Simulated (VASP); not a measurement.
# SnO2 (P4_2/mnm) in VASP: further runs

The runs below take SnO2 through single point, with PBE.

Program: VASP 6.6.1. These are calculated values, not measurements. Logs are shortened: lines on timing, memory, paths and dates and some standing lists are left out, and cuts for length are marked.

### Step 1. The cell of the first run

The structure is tetragonal, space group P4_2/mnm (No. 136). Conventional cell: a = 4.769 Å, b = 4.769 Å, c = 3.208 Å, α = 90.00°, β = 90.00°, γ = 90.00°. Sn (site symmetry mmm) has 6 O at 2.06 to 2.07 Å within 2.7 Å. O (site symmetry m2m) has 3 Sn at 2.06 to 2.07 Å and 1 O at 2.62 Å within 2.7 Å.

### Step 2. Single point, PBE (volume scaled by 1.02)

Input file INCAR:

```
  PREC = Accurate
  ENCUT = 520
  EDIFF = 1E-6
  ISMEAR = -1
  SIGMA = 0.03
  LREAL = F
  LASPH = T
  NELM = 80
  ALGO = Normal
  ISIF = 2
  LWAVE = F
  LCHARG = F
  GGA = PE
  NBANDS = 35
```

Input file KPOINTS:

```
Automatic mesh
0
Gamma
  4 4 6
```

Input file POSCAR:

```
SnO2
1.0
    4.7687240931      0.0000000000      0.0000000000
    0.0000000000      4.7687240931      0.0000000000
    0.0000000000      0.0000000000      3.2075026017
Sn O
2 4
Direct
    0.0000000000      0.0000000000      0.0000000000
    0.5000000000      0.5000000000      0.5000000000
    0.3056200000      0.3056200000      0.0000000000
    0.1943800000      0.8056200000      0.5000000000
    0.6943800000      0.6943800000      0.0000000000
    0.8056200000      0.1943800000      0.5000000000
```

Potentials or basis: VASP PAW PBE potentials, release 64 (Sn_d, O).

Run with:

```bash
cat potpaw_PBE.64/Sn_d/POTCAR potpaw_PBE.64/O/POTCAR > POTCAR
mpirun -np 1 vasp_std > vasp.out
```

OUTCAR:

```text
PREC = Accurate
   ENCUT = 520
   EDIFF = 1E-6
   ISMEAR = -1
   LREAL = F
   LASPH = T
   NELM = 80
   ISIF = 2
   GGA = PE

 ion  position               nearest neighbor table
   1  0.000  0.000  0.000-   3 2.06   5 2.06   4 2.07   6 2.07   4 2.07   6 2.07   2 3.73   2 3.73
                             2 3.73   2 3.73   2 3.73   2 3.73   2 3.73   2 3.73
   2  0.500  0.500  0.500-   4 2.06   6 2.06   5 2.07   3 2.07   3 2.07   5 2.07   1 3.73   1 3.73
                             1 3.73   1 3.73   1 3.73   1 3.73   1 3.73   1 3.73
   3  0.306  0.306  0.000-   1 2.06   2 2.07   2 2.07
   4  0.194  0.806  0.500-   2 2.06   1 2.07   1 2.07
   5  0.694  0.694  0.000-   1 2.06   2 2.07   2 2.07
   6  0.806  0.194  0.500-   2 2.06   1 2.07   1 2.07

  LATTYP: Found a simple tetragonal cell.
 ALAT       =     4.7687240931
 C/A-ratio  =     0.6726123255

  Lattice vectors:

 A1 = (   4.7687240931,   0.0000000000,   0.0000000000)
 A2 = (   0.0000000000,   4.7687240931,   0.0000000000)
 A3 = (   0.0000000000,   0.0000000000,   3.2075026017)

Analysis of symmetry for initial positions (statically):
=====================================================================
 Subroutine PRICEL returns:
 Original cell was already a primitive cell.

 Routine SETGRP: Setting up the symmetry group for a
 simple tetragonal supercell.

 Subroutine GETGRP returns: Found 16 space group operations
 (whereof  8 operations were pure point group operations)
 out of a pool of 16 trial point group operations.

The static configuration has the point symmetry D_2h.
 The point group associated with its full space group is D_4h.

Analysis of symmetry for dynamics (positions and initial velocities):
=====================================================================
 Subroutine PRICEL returns:
 Original cell was already a primitive cell.

 Routine SETGRP: Setting up the symmetry group for a
 simple tetragonal supercell.

 Subroutine GETGRP returns: Found 16 space group operations
 (whereof  8 operations were pure point group operations)
 out of a pool of 16 trial point group operations.

The dynamic configuration has the point symmetry D_2h.
 The point group associated with its full space group is D_4h.

 Subroutine INISYM returns: Found 16 space group operations
 (whereof  8 operations are pure point group operations),
 and found     1 'primitive' translations

[... 100 lines left out ...]
   NELM   =     80;   NELMIN=  2; NELMDL= -5     # of ELM steps
   EDIFF  = 0.1E-05   stopping-criterion for ELM
   LREAL  =      F    real-space projection
   EDIFFG = 0.1E-04   stopping-criterion for IOM
   NSW    =      0    number of steps for IOM
   IBRION =     -1    ionic relax: 0-MD 1-quasi-New 2-CG
   NFREE  =      0    steps in history (QN), initial steepest desc. (CG)
   ISIF   =      2    stress and relaxation
   ISYM   =      2    0-nonsym 1-usesym 2-fastsym
   POTIM  = 0.5000    time-step for ionic-motion
   TEBEG  =    0.0;   TEEND  =   0.0 temperature during run
   PSTRESS=    0.0 pullay stress
   NELECT =      52.0000    total number of electrons
   NUPDOWN=      -1.0000    fix difference up-down
   EMIN   =  10.00;   EMAX   =-10.00  energy-range for DOS
   EFERMI =   0.00;   METHOD = LEGACY
   ISMEAR =    -1;   SIGMA  =   0.03  broadening in eV -4-tet -1-fermi 0-gaus
   EFERMI_NEDOS =   21; number of points for ismear=-14 and -15
   IALGO  =     38    algorithm
   IMIX   =      4    mixing-type and parameters
     AMIX     =   0.40;   BMIX     =  1.00
     AMIX_MAG =   1.60;   BMIX_MAG =  1.00
  volume/ion in A,a.u.               =      12.16        82.04
  Fermi-wavevector in a.u.,A,eV,Ry     =   1.462465  2.763658 29.100193  2.138804
  Thomas-Fermi vector in A             =   2.578675
   LORBIT       =      0    0 simple, 1 ext, 2 COOP (PROOUT), +10 PAW based schemes
   GGA     = PE    functional components
   LHFCALC =     F    Hartree Fock is set to
   AEXX    =    0.0000 exact exchange contribution
   IVDW    =     0    specifies the selected vdW correction
   LEPSILON=     F    determine dielectric tensor
   LRPA    =     F    only Hartree local field effects (RPA)
 non-spin polarized calculation
  energy-cutoff  :      520.00
  volume of cell :       72.94
 maximum number of plane-waves:      1992
 NGX is ok and might be reduce to    36
   NGX = 17   NGY = 17   NGZ = 11

 number of electron      52.0000006 magnetization

 Free energy of the ion-electron system (eV)
  ---------------------------------------------------
  ext. energy  EPLUGINS =         0.00000000
  ---------------------------------------------------
  free energy    TOTEN  =       -37.24826181 eV

  energy without entropy =      -37.24826181  energy(sigma->0) =      -37.24826181

 E-fermi :   6.4317     XC(G=0): -11.1572

 val. band max:        5.9238706607   @ k =   0.0000   0.0000   0.0000
 cond. band min:       6.9368697909   @ k =   0.0000   0.0000   0.0000
 fundamental gap:      1.0129991302
 Fermi energy:         6.4317432012

 k-point     1 :       0.0000    0.0000    0.0000
  band No.  band energies     occupation
      1     -15.1644      2.00000
      2     -14.4095      2.00000
      3     -14.1863      2.00000
      4     -14.1580      2.00000
      5     -14.1580      2.00000
      6     -14.0955      2.00000
[... 901 lines left out ...]
     34      16.8644      0.00000
     35      18.9518      0.00000

------------------------ aborting loop because EDIFF is reached ----------------------------------------

  FORCE on cell =-STRESS in cart. coord.  units (eV):
  Direction    XX          YY          ZZ          XY          YZ          ZX
  --------------------------------------------------------------------------------------
  -------------------------------------------------------------------------------------
  Total        2.9868121      2.9868121      3.6286292      0.0000000      0.0000000      0.0000000
  in kB       65.6065312     65.6065312     79.7043021      0.0000000      0.0000000      0.0000000
  external PRESSURE =      70.3057882 kB  Pullay stress =       0.0000000 kB

 VOLUME and BASIS-vectors are now :
 -----------------------------------------------------------------------------
  energy-cutoff  :      520.00
  volume of cell :       72.94
      direct lattice vectors                 reciprocal lattice vectors
     4.768724093  0.000000000  0.000000000     0.209699698  0.000000000  0.000000000
     0.000000000  4.768724093  0.000000000     0.000000000  0.209699698  0.000000000
     0.000000000  0.000000000  3.207502602     0.000000000  0.000000000  0.311769038

 POSITION                                       TOTAL-FORCE (eV/Angst)
 -----------------------------------------------------------------------------------
      0.00000      0.00000      0.00000        -0.000000     -0.000000      0.000000
      2.38436      2.38436      1.60375        -0.000000     -0.000000      0.000000
      1.45742      1.45742      0.00000         0.011057      0.011057     -0.000000
      0.92694      3.84178      1.60375        -0.011057      0.011057     -0.000000
      3.31131      3.31131      0.00000        -0.011057     -0.011057      0.000000
      3.84178      0.92694      1.60375         0.011057     -0.011057      0.000000
 -----------------------------------------------------------------------------------
    total drift:                                0.000000      0.000000      0.000000

  FREE ENERGIE OF THE ION-ELECTRON SYSTEM (eV)
  ---------------------------------------------------
  free  energy   TOTEN  =       -37.2482618108 eV

  energy  without entropy=      -37.2482618097  energy(sigma->0) =      -37.24826181
```

Run time: 32 s. Hardware: 1 thread of AMD EPYC 7R13 (Zen 3), shared host; peak memory 0.16 GiB.

Results:

```yaml
Free_energy: -37.2483 eV
Pressure: 7.0 GPa
Largest_force: 0.016 eV/Å
Band_gap_on_the_k_mesh: 1.01 eV, direct
```

Forces in eV/Å, atoms in the order of the input:
```
Sn   0.000  0.000  0.000
Sn   0.000  0.000  0.000
O    0.011  0.011  0.000
O   -0.011  0.011  0.000
O   -0.011 -0.011  0.000
O    0.011 -0.011  0.000
```

Levels at points of the mesh, in eV from the valence-band top:
| k point | band 23 | band 24 | band 25 | band 26 | band 27 | band 28 | band 29 | band 30 |
| --- | --- | --- | --- | --- | --- | --- | --- | --- |
| (0.00, 0.00, 0.00) | -1.25 | -0.77 | -0.77 | 0.00 | 1.01 | 6.01 | 6.22 | 6.22 |
| (0.50, 0.00, 0.00) | -1.20 | -1.20 | -0.62 | -0.62 | 4.23 | 4.23 | 6.99 | 6.99 |
| (0.50, 0.50, 0.00) | -1.33 | -1.33 | -0.89 | -0.89 | 4.65 | 4.65 | 7.39 | 7.39 |
| (0.00, 0.00, 0.50) | -1.62 | -1.62 | -1.23 | -1.23 | 5.95 | 5.95 | 9.60 | 9.60 |
| (0.50, 0.00, 0.50) | -1.07 | -1.07 | -0.72 | -0.72 | 6.22 | 6.22 | 7.89 | 7.89 |
| (0.50, 0.50, 0.50) | -0.94 | -0.94 | -0.82 | -0.82 | 4.63 | 4.63 | 8.82 | 8.82 |

Caveat: spin-orbit coupling is left out, which moves the levels of the heavy elements.

### Step 3. Single point, PBE (volume scaled by 1.06)

Input file INCAR:

```
SYSTEM = SnO2
PREC = Accurate ; ENCUT = 520
EDIFF = 1E-7 ; ISMEAR = -1
SIGMA = 0.03 ; LREAL = .False.
LASPH = .True. ; NELM = 100
ALGO = Normal ; ISIF = 2
LWAVE = .False. ; LCHARG = .False.
GGA = PE ; NBANDS = 35
```

Input file KPOINTS:

```
regular mesh
0
Gamma
  4 4 6
  0 0 0
```

Edit POSCAR of step 2 so:

```diff
@@ -2,5 +2,5 @@
 1.0
-    4.7687240931      0.0000000000      0.0000000000
-    0.0000000000      4.7687240931      0.0000000000
-    0.0000000000      0.0000000000      3.2075026017
+    4.8302628043      0.0000000000      0.0000000000
+    0.0000000000      4.8302628043      0.0000000000
+    0.0000000000      0.0000000000      3.2488942974
 Sn O
```

Potentials or basis: VASP PAW PBE potentials, release 64 (Sn_d, O).

Run with:

```bash
cat potpaw_PBE.64/Sn_d/POTCAR potpaw_PBE.64/O/POTCAR > POTCAR
mpirun -np 1 vasp_std > vasp.out
```

Wall time 43 s (1 thread of AMD EPYC 7R13 (Zen 3), shared host); peak memory 0.17 GiB.

Results (log left out):

```yaml
Free_energy: -37.3081 eV
Pressure: -0.5 GPa
Largest_force: 0.136 eV/Å
Band_gap_on_the_k_mesh: 0.59 eV, direct
```

Forces in eV/Å, atoms in the order of the input:
```
Sn   0.000  0.000  0.000
Sn   0.000  0.000  0.000
O    0.096  0.096  0.000
O   -0.096  0.096  0.000
O   -0.096 -0.096  0.000
O    0.096 -0.096  0.000
```

Stress tensor (GPa, compression positive):
```
-0.29  0.00  0.00
 0.00 -0.29  0.00
 0.00  0.00 -0.97
```

Levels at points of the mesh, in eV from the valence-band top:
```csv
k point,band 22,band 23,band 24,band 25,band 26,band 27,band 28,band 29,band 30,band 31
"(0.00, 0.00, 0.00)",-1.27,-1.27,-0.74,-0.74,0.00,0.59,5.65,6.00,6.00,9.99
"(0.50, 0.00, 0.00)",-1.91,-1.22,-1.22,-0.60,-0.60,3.83,3.83,6.77,6.77,10.39
"(0.50, 0.50, 0.00)",-1.89,-1.34,-1.34,-0.85,-0.85,4.23,4.23,7.11,7.11,10.48
"(0.00, 0.00, 0.50)",-2.61,-1.52,-1.52,-1.17,-1.17,5.50,5.50,9.31,9.31,10.23
"(0.50, 0.00, 0.50)",-1.67,-1.01,-1.01,-0.75,-0.75,5.77,5.77,7.57,7.57,10.49
"(0.50, 0.50, 0.50)",-2.39,-0.90,-0.90,-0.77,-0.77,4.25,4.25,8.62,8.62,10.49
```

Caveat: spin-orbit coupling is left out, which moves the levels of the heavy elements.

### Step 4. Single point, PBE (volume scaled by 0.94)

Input file INCAR:

```
SYSTEM = SnO2
  PREC = Accurate
  ENCUT = 520
  EDIFF = 1E-6
  ISMEAR = -1
  SIGMA = 0.03
  LREAL = .False.
  LASPH = .True.
  NELM = 100
  ALGO = Normal
  ISIF = 2
  LWAVE = .False.
  LCHARG = .False.
  GGA = PE
  NBANDS = 35
```

Input file KPOINTS:

```
Automatic mesh
0
Gamma
  4 4 6
  0 0 0
```

Edit POSCAR of step 3 so:

```diff
@@ -2,5 +2,5 @@
 1.0
-    4.8302628043      0.0000000000      0.0000000000
-    0.0000000000      4.8302628043      0.0000000000
-    0.0000000000      0.0000000000      3.2488942974
+    4.6406422521      0.0000000000      0.0000000000
+    0.0000000000      4.6406422521      0.0000000000
+    0.0000000000      0.0000000000      3.1213531768
 Sn O
```

Run with:

```bash
cat potpaw_PBE.64/Sn_d/POTCAR potpaw_PBE.64/O/POTCAR > POTCAR
mpirun -np 1 vasp_std > vasp.out
```

Run time: 54 s. Hardware: 1 thread of Intel Xeon 6975P-C, shared host; peak memory 0.2 GiB.

It converged, with:

- Free energy: -36.6370 eV
- Pressure: 28.2 GPa
- Largest force: 0.287 eV/Å
- Band gap on the k mesh: 2.00 eV, direct

Forces on the atoms (eV/Å):
```
Sn   0.000  0.000  0.000
Sn   0.000  0.000  0.000
O   -0.203 -0.203  0.000
O    0.203 -0.203  0.000
O    0.203  0.203  0.000
O   -0.203  0.203  0.000
```

Stress tensor (GPa, compression positive):
```
25.82  0.00  0.00
 0.00 25.82  0.00
 0.00  0.00 32.94
```

Levels at points of the mesh, in eV from the valence-band top:
```tsv
k point	band 24	band 25	band 26	band 27	band 28	band 29
(0.00, 0.00, 0.00)	-0.84	-0.84	0.00	2.00	6.68	6.68
(0.50, 0.00, 0.00)	-1.16	-0.67	-0.67	5.14	5.14	7.48
(0.50, 0.50, 0.00)	-1.28	-0.97	-0.97	5.60	5.60	8.01
(0.00, 0.00, 0.50)	-1.83	-1.35	-1.35	6.97	6.97	10.22
(0.50, 0.00, 0.50)	-1.22	-0.63	-0.63	7.27	7.27	8.60
(0.50, 0.50, 0.50)	-1.02	-0.92	-0.92	5.51	5.51	9.24
```

Caveat: spin-orbit coupling is left out, which moves the levels of the heavy elements.

### Step 5. The runs side by side

| cell | gap on the mesh (eV) | pressure (GPa) | largest force (eV/Å) |
| --- | --- | --- | --- |
| a = 4.769, b = 4.769, c = 3.208 Å, 6 atoms | 1.01 | 7.0 | 0.02 |
| a = 4.830, b = 4.830, c = 3.249 Å, 6 atoms | 0.59 | -0.5 | 0.14 |
| a = 4.641, b = 4.641, c = 3.121 Å, 6 atoms | 2.00 | 28.2 | 0.29 |

Alike in all rows: task single point; level PBE; potentials or basis VASP PAW PBE potentials, release 64 (Sn_d, O); no spin polarisation; k mesh 4 × 4 × 6; cutoff (eV) 520; smearing fermi-dirac 0.03 eV.

Caveats: spin-orbit coupling is left out, which moves the levels of the heavy elements.

Absolute energies hang on the potentials; compare differences alone.
